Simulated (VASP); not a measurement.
# MgO (nc.b) (Fm-3m) in VASP: notebook

Runs on MgO (nc.b). Level: PBE. Tasks: single point.

Everything below comes from runs of VASP 6.6.1. Logs are shortened: lines on timing, memory, paths and dates and some standing lists are left out, and cuts for length are marked.

**Measured values to compare with.**

“Electronic structure of alkaline earth and post-transition metal oxides”, 2009, arxiv:0908.1581 quotes, for a bulk crystal of MgO: band gap 7.83 eV.

How close the calculation comes is told below.

**1. The cell of the first run**

Symmetry: Fm-3m, No. 225, cubic system. Conventional cell: a = 4.255 Å, b = 4.255 Å, c = 4.255 Å, α = 90.00°, β = 90.00°, γ = 90.00°. Mg (site symmetry m-3m) has 6 O at 2.13 Å within 2.8 Å. O (site symmetry m-3m) has 6 Mg at 2.13 Å within 2.8 Å.

**2. Single point, PBE**

INCAR

```
ALGO = Normal
EDIFF = 1E-6
ENCUT = 600
GGA = PE
GGA_COMPAT = False
ISIF = 2
ISMEAR = 0
LASPH = True
LCHARG = False
LREAL = False
LWAVE = False
NBANDS = 11
NELM = 120
PREC = Accurate
SIGMA = 0.02
```

KPOINTS

```
k-points
0
Gamma
  10 10 10
```

POSCAR

```
MgO
1.0
    0.0000000000      2.1275047327      2.1275047327
    2.1275047327      0.0000000000      2.1275047327
    2.1275047327      2.1275047327      0.0000000000
Mg O
1 1
Direct
    0.0000000000      0.0000000000      0.0000000000
    0.5000000000      0.5000000000      0.5000000000
```

Potentials or basis: VASP PAW PBE potentials, release 64 (Mg, O).

Run with:

```
> cat potpaw_PBE.64/Mg/POTCAR potpaw_PBE.64/O/POTCAR > POTCAR
> mpirun -np 1 vasp_std > vasp.out
```

OUTCAR:

```text
EDIFF = 1E-6
   ENCUT = 600
   GGA = PE
   ISIF = 2
   ISMEAR = 0
   LASPH = True
   LREAL = False
   NELM = 120
   PREC = Accurate

 ion  position               nearest neighbor table
   1  0.000  0.000  0.000-   2 2.13   2 2.13   2 2.13   2 2.13   2 2.13   2 2.13
   2  0.500  0.500  0.500-   1 2.13   1 2.13   1 2.13   1 2.13   1 2.13   1 2.13

  LATTYP: Found a face centered cubic cell.
 ALAT       =     4.2550094654

  Lattice vectors:

 A1 = (   0.0000000000,   2.1275047327,   2.1275047327)
 A2 = (   2.1275047327,   0.0000000000,   2.1275047327)
 A3 = (   2.1275047327,   2.1275047327,   0.0000000000)

Analysis of symmetry for initial positions (statically):
=====================================================================
 Subroutine PRICEL returns:
 Original cell was already a primitive cell.

 Routine SETGRP: Setting up the symmetry group for a
 face centered cubic supercell.

 Subroutine GETGRP returns: Found 48 space group operations
[... 9 lines left out ...]

 Routine SETGRP: Setting up the symmetry group for a
 face centered cubic supercell.

 Subroutine GETGRP returns: Found 48 space group operations
[... 11 lines left out ...]
                                     Primitive cell

  volume of cell :      19.2593

  direct lattice vectors                    reciprocal lattice vectors
     0.000000000  2.127504733  2.127504733    -0.235017104  0.235017104  0.235017104
     2.127504733  0.000000000  2.127504733     0.235017104 -0.235017104  0.235017104
     2.127504733  2.127504733  0.000000000     0.235017104  0.235017104 -0.235017104

  length of vectors
     3.008746047  3.008746047  3.008746047     0.407061564  0.407061564  0.407061564

  position of ions in fractional coordinates (direct lattice)
     0.000000000  0.000000000  0.000000000
     0.500000000  0.500000000  0.500000000

  ion indices of the primitive-cell ions
   primitive index   ion index
                 1           1
                 2           2

----------------------------------------------------------------------------------------

 KPOINTS: k-points

Automatic generation of k-mesh.
 Grid dimensions read from file:
 generate k-points for:   10   10   10

 Generating k-lattice:

  Cartesian coordinates                     Fractional coordinates (reciprocal lattice)
    -0.023501710  0.023501710  0.023501710     0.100000000  0.000000000  0.000000000
     0.023501710 -0.023501710  0.023501710     0.000000000  0.100000000  0.000000000
     0.023501710  0.023501710 -0.023501710     0.000000000  0.000000000  0.100000000

  Length of vectors
     0.040706156  0.040706156  0.040706156

  Shift w.r.t. Gamma in fractional coordinates (k-lattice)
     0.000000000  0.000000000  0.000000000

 Subroutine IBZKPT returns following result:
 ===========================================

 Found     47 irreducible k-points:

 Following reciprocal coordinates:
            Coordinates               Weight
  0.000000  0.000000  0.000000      1.000000
  0.100000  0.000000  0.000000      8.000000
  0.200000  0.000000  0.000000      8.000000
  0.300000  0.000000  0.000000      8.000000
  0.400000  0.000000  0.000000      8.000000
  0.500000  0.000000  0.000000      4.000000
[... 16 lines left out ...]
  0.300000  0.300000  0.000000      6.000000
  0.400000  0.300000  0.000000     24.000000
 [... further k-points ...]
   k-points           NKPTS =     47   k-points in BZ     NKDIM =     47   number of bands    NBANDS=     11
   number of dos      NEDOS =    301   number of ions     NIONS =      2
   total plane-waves  NPLWV =  13824
   dimension x,y,z NGX =    24 NGY =   24 NGZ =   24
   dimension x,y,z NGXF=    48 NGYF=   48 NGZF=   48
   ions per type =               1   1
   NGX,Y,Z   is equivalent  to a cutoff of  13.26, 13.26, 13.26 a.u.
   NGXF,Y,Z  is equivalent  to a cutoff of  26.52, 26.52, 26.52 a.u.
 SYSTEM =  unknown system
   PREC   = accura    normal or accurate (medium, high low for compatibility)
   ISTART =      0    job   : 0-new  1-cont  2-samecut
   ICHARG =      2    charge: 1-file 2-atom 10-const
   ISPIN  =      1    spin polarized calculation?
   LNONCOLLINEAR =      F non collinear calculations
   LSORBIT =      F    spin-orbit coupling
   LASPH  =      T    aspherical Exc in radial PAW
   ENCUT  =  600.0 eV  44.10 Ry    6.64 a.u.   6.01  6.01  6.01*2*pi/ulx,y,z
   NELM   =    120;   NELMIN=  2; NELMDL= -5     # of ELM steps
   EDIFF  = 0.1E-05   stopping-criterion for ELM
   LREAL  =      F    real-space projection
   EDIFFG = 0.1E-04   stopping-criterion for IOM
   NSW    =      0    number of steps for IOM
   IBRION =     -1    ionic relax: 0-MD 1-quasi-New 2-CG
   NFREE  =      0    steps in history (QN), initial steepest desc. (CG)
   ISIF   =      2    stress and relaxation
   ISYM   =      2    0-nonsym 1-usesym 2-fastsym
   POTIM  = 0.5000    time-step for ionic-motion
   TEBEG  =    0.0;   TEEND  =   0.0 temperature during run
   PSTRESS=    0.0 pullay stress
   NELECT =       8.0000    total number of electrons
   NUPDOWN=      -1.0000    fix difference up-down
   EMIN   =  10.00;   EMAX   =-10.00  energy-range for DOS
   EFERMI =   0.00;   METHOD = LEGACY
   ISMEAR =     0;   SIGMA  =   0.02  broadening in eV -4-tet -1-fermi 0-gaus
   EFERMI_NEDOS =   21; number of points for ismear=-14 and -15
   IALGO  =     38    algorithm
   IMIX   =      4    mixing-type and parameters
     AMIX     =   0.40;   BMIX     =  1.00
     AMIX_MAG =   1.60;   BMIX_MAG =  1.00
  volume/ion in A,a.u.               =       9.63        64.98
  Fermi-wavevector in a.u.,A,eV,Ry     =   1.221493  2.308287 20.300505  1.492045
  Thomas-Fermi vector in A             =   2.356673
   LORBIT       =      0    0 simple, 1 ext, 2 COOP (PROOUT), +10 PAW based schemes
   GGA     = PE    functional components
   LHFCALC =     F    Hartree Fock is set to
   AEXX    =    0.0000 exact exchange contribution
   IVDW    =     0    specifies the selected vdW correction
   LEPSILON=     F    determine dielectric tensor
   LRPA    =     F    only Hartree local field effects (RPA)
 non-spin polarized calculation
 Gauss-broadening in eV      SIGMA  =   0.02
  energy-cutoff  :      600.00
  volume of cell :       19.26
 maximum number of plane-waves:       656
   NGX = 13   NGY = 13   NGZ = 13

 number of electron       8.0000004 magnetization

 Free energy of the ion-electron system (eV)
  ---------------------------------------------------
  ext. energy  EPLUGINS =         0.00000000
  ---------------------------------------------------
  free energy    TOTEN  =       -11.91478071 eV

  energy without entropy =      -11.91478071  energy(sigma->0) =      -11.91478071

 E-fermi :   3.1535     XC(G=0): -10.9353

 val. band max:        2.9604627498   @ k =   0.0000   0.0000   0.0000
 cond. band min:       7.3971676037   @ k =   0.0000   0.0000   0.0000
 fundamental gap:      4.4367048539
 Fermi energy:         3.1534578246

 k-point     1 :       0.0000    0.0000    0.0000
  band No.  band energies     occupation
      1     -14.1491      2.00000
      2       2.9605      2.00000
      3       2.9605      2.00000
      4       2.9605      2.00000
      5       7.3972      0.00000
      6      18.5893      0.00000
      7      18.5893      0.00000
      8      18.5893      0.00000
      9      22.4247      0.00000
     10      24.1661      0.00000
     11      24.1661      0.00000

 k-point     2 :       0.1000    0.0000    0.0000
  band No.  band energies     occupation
      1     -14.0490      2.00000
      2       2.3144      2.00000
      3       2.8966      2.00000
      4       2.8966      2.00000
      5       8.0294      0.00000
      6      17.3477      0.00000
      7      18.8177      0.00000
      8      18.8177      0.00000
      9      23.3927      0.00000
     10      23.3927      0.00000
     11      24.0227      0.00000

 k-point     3 :       0.2000    0.0000    0.0000
  band No.  band energies     occupation
      1     -13.7743      2.00000
      2       1.0236      2.00000
      3       2.7343      2.00000
      4       2.7343      2.00000
      5       9.2283      0.00000
      6      15.8262      0.00000
      7      19.2622      0.00000
      8      19.2622      0.00000
      9      22.6939      0.00000
     10      22.6939      0.00000
     11      24.7382      0.00000

 k-point     4 :       0.3000    0.0000    0.0000
  band No.  band energies     occupation
      1     -13.4047      2.00000
      2      -0.2543      2.00000
      3       2.5434      2.00000
      4       2.5434      2.00000
      5      10.1930      0.00000
      6      15.0816      0.00000
      7      19.3225      0.00000
      8      19.3225      0.00000
      9      23.1466      0.00000
     10      23.1466      0.00000
     11      24.1184      0.00000

 k-point     5 :       0.4000    0.0000    0.0000
  band No.  band energies     occupation
      1     -13.0753      2.00000
      2      -1.1821      2.00000
      3       2.3959      2.00000
      4       2.3959      2.00000
      5      10.5974      0.00000
      6      15.0891      0.00000
      7      19.0801      0.00000
      8      19.0801      0.00000
      9      23.5861      0.00000
     10      24.3732      0.00000
     11      24.3732      0.00000
[... 211 lines left out ...]
 k-point    21 :      -0.3000    0.2000    0.0000
  band No.  band energies     occupation
      1     -13.0004      2.00000
      2      -0.6100      2.00000
      3       1.2172      2.00000
      4       2.3402      2.00000
      5      11.9696      0.00000
      6      14.6696      0.00000
      7      16.8027      0.00000
      8      19.9345      0.00000
      9      22.9579      0.00000
     10      23.6635      0.00000
     11      27.5085      0.00000

 k-point    22 :      -0.2000    0.2000    0.0000
  band No.  band energies     occupation
      1     -13.2945      2.00000
      2      -0.0634      2.00000
      3       1.6728      2.00000
      4       2.5421      2.00000
      5      11.1139      0.00000
      6      14.7002      0.00000
      7      17.7288      0.00000
      8      20.3891      0.00000
      9      21.2120      0.00000
     10      23.9667      0.00000
     11      27.2613      0.00000

 k-point    23 :       0.3000    0.3000    0.0000
  band No.  band energies     occupation
      1     -13.2126      2.00000
      2      -0.1105      2.00000
      3       2.0547      2.00000
      4       2.0547      2.00000
      5      11.4962      0.00000
      6      13.3306      0.00000
      7      17.0577      0.00000
      8      20.5288      0.00000
      9      20.5288      0.00000
     10      26.7651      0.00000
     11      29.7199      0.00000

 k-point    24 :       0.4000    0.3000    0.0000
  band No.  band energies     occupation
      1     -12.9800      2.00000
      2      -0.5162      2.00000
      3       1.7013      2.00000
      4       1.9126      2.00000
      5      12.2359      0.00000
      6      13.0426      0.00000
      7      16.2414      0.00000
      8      20.7413      0.00000
      9      20.9424      0.00000
     10      27.4754      0.00000
     11      29.3321      0.00000

 [... further k-points ...]
[... 5 lines left out ...]
  --------------------------------------------------------------------------------------
  -------------------------------------------------------------------------------------
  Total       -0.1392781     -0.1392781     -0.1392781     -0.0000000     -0.0000000     -0.0000000
  in kB      -11.5864907    -11.5864907    -11.5864907     -0.0000000     -0.0000000     -0.0000000
  external PRESSURE =     -11.5864907 kB  Pullay stress =       0.0000000 kB

 VOLUME and BASIS-vectors are now :
 -----------------------------------------------------------------------------
  energy-cutoff  :      600.00
  volume of cell :       19.26
      direct lattice vectors                 reciprocal lattice vectors
     0.000000000  2.127504733  2.127504733    -0.235017104  0.235017104  0.235017104
     2.127504733  0.000000000  2.127504733     0.235017104 -0.235017104  0.235017104
     2.127504733  2.127504733  0.000000000     0.235017104  0.235017104 -0.235017104

 POSITION                                       TOTAL-FORCE (eV/Angst)
 -----------------------------------------------------------------------------------
      0.00000      0.00000      0.00000        -0.000000     -0.000000      0.000000
      2.12750      2.12750      2.12750         0.000000      0.000000     -0.000000
 -----------------------------------------------------------------------------------
    total drift:                               -0.000000     -0.000000      0.000000

  FREE ENERGIE OF THE ION-ELECTRON SYSTEM (eV)
  ---------------------------------------------------
  free  energy   TOTEN  =       -11.9147807076 eV

  energy  without entropy=      -11.9147807076  energy(sigma->0) =      -11.91478071
```

It took 7.2 s on 1 thread of Intel Xeon Platinum 8488C (Sapphire Rapids), shared host; peak memory 0.14 GiB.

What came out:

* Free energy: -11.9148 eV
* Pressure: -1.2 GPa
* Band gap on the k mesh: 4.44 eV, direct

**3. Single point, PBE (volume scaled by 0.94)**

Edit INCAR of step 2 so:

```diff
@@ -8,4 +8,6 @@
 LASPH = True
-LCHARG = False
+LCHARG = True
+LELF = True
 LREAL = False
+LVHAR = True
 LWAVE = False
```

KPOINTS is that of step 2.

POSCAR

```
MgO
1.0
    0.0000000000      2.0840740824      2.0840740824
    2.0840740824      0.0000000000      2.0840740824
    2.0840740824      2.0840740824      0.0000000000
Mg O
1 1
Direct
    0.0000000000      0.0000000000      0.0000000000
    0.5000000000      0.5000000000      0.5000000000
```

Potentials or basis: VASP PAW PBE potentials, release 64 (Mg, O).

Run with:

```
> cat potpaw_PBE.64/Mg/POTCAR potpaw_PBE.64/O/POTCAR > POTCAR
> mpirun -np 1 vasp_std > vasp.out
```

Run time: 9 s. Hardware: 1 thread of AMD EPYC 7R43 (Zen 3), shared host; peak memory 0.11 GiB.

Results (log left out):

```
Free energy            : -11.8841 eV
Pressure               : 9.3 GPa
Band gap on the k mesh : 5.04 eV, direct
```

Levels at points of the mesh, in eV from the valence-band top:
| k point | band 1 | band 2 | band 3 | band 4 | band 5 | band 6 | band 7 | band 8 | band 9 |
| --- | --- | --- | --- | --- | --- | --- | --- | --- | --- |
| (0.00, 0.00, 0.00) | -17.43 | 0.00 | 0.00 | 0.00 | 5.04 | 15.98 | 15.98 | 15.98 | 19.98 |
| (0.50, 0.00, 0.00) | -16.06 | -4.76 | -0.69 | -0.69 | 8.10 | 12.97 | 16.64 | 16.64 | 21.37 |
| (0.50, 0.50, 0.00) | -15.79 | -4.21 | -1.39 | -1.39 | 9.16 | 10.32 | 13.44 | 19.46 | 19.46 |

**4. Against experiment**

Step 2. A measured gap of MgO is 7.83 eV (quoted in “Electronic structure of alkaline earth and post-transition metal oxides”, 2009, arxiv:0908.1581); the calculated 4.44 eV misses it by -3.39 eV. The value is that of PBE, without temperature or zero-point motion. Semilocal functionals fall short of measured gaps as a rule.
